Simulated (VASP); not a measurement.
SiGe: single point with PBEsol

The system is SiGe.

```xyz
4
Lattice="3.9686 0.0000 0.0000 -1.9843 3.4369 0.0000 0.0000 0.0000 6.5558" Properties=species:S:1:pos:R:3 pbc="T T T"
Si    1.9843    1.1456    5.7333
Si    0.0000    2.2913    2.4554
Ge    1.9843    1.1456    3.1791
Ge    0.0000    2.2913   -0.0988
```

This cell differs from its parent crystal: atoms shifted along a free coordinate.

- Program: VASP 6.6.1
- Task: single point
- Functional: PBEsol
- Potentials or basis: VASP PAW PBE potentials, release 64 (Si, Ge_d)
- Cutoff: 520 eV
- k mesh: 12 × 12 × 6
- Occupations: gaussian, width 0.03 eV
- Spin: no spin polarisation
- Dipole correction: no
- Further INCAR settings: ALGO = Normal; EDIFF = 1e-06; NBANDS = 26

```
Pressure               : -3.4 GPa
Largest force          : 0.929 eV/Å
Band gap on the k mesh : 0.02 eV (least direct gap 0.22 eV)
```

Forces in eV/Å, atoms in the order of the input:
```
Si   0.000  0.000 -0.929
Si   0.000  0.000 -0.929
Ge   0.000  0.000  0.929
Ge   0.000  0.000  0.929
```

Stress tensor (GPa, compression positive):
```
-2.09  0.00  0.00
 0.00 -2.09  0.00
 0.00  0.00 -5.93
```

Levels at points of the mesh, in eV from the valence-band top:
```tsv
k point	band 16	band 17	band 18	band 19	band 20	band 21
(0.00, 0.00, 0.00)	-0.37	-0.37	-0.07	0.15	0.92	2.05
(0.50, 0.00, 0.00)	-3.22	-2.66	-1.81	0.19	1.64	3.51
(0.00, 0.00, 0.50)	-1.16	-1.16	-1.16	0.69	0.69	2.92
(0.50, 0.00, 0.50)	-2.64	-2.36	-2.36	0.56	0.56	1.54
```

Run time: 3 min on 1 thread of Intel Xeon 8259CL, with other jobs on the host, peak memory 0.3 GiB.

Caveat: the cell differs from its parent crystal (atoms shifted along a free coordinate); the cell stands under tension; the smearing spreads over this small gap; semilocal functionals underestimate gaps, and a narrow one can read as zero; the PAW data sets were made with another functional, which shifts forces and pressure a little. A k mesh can miss the band edges.
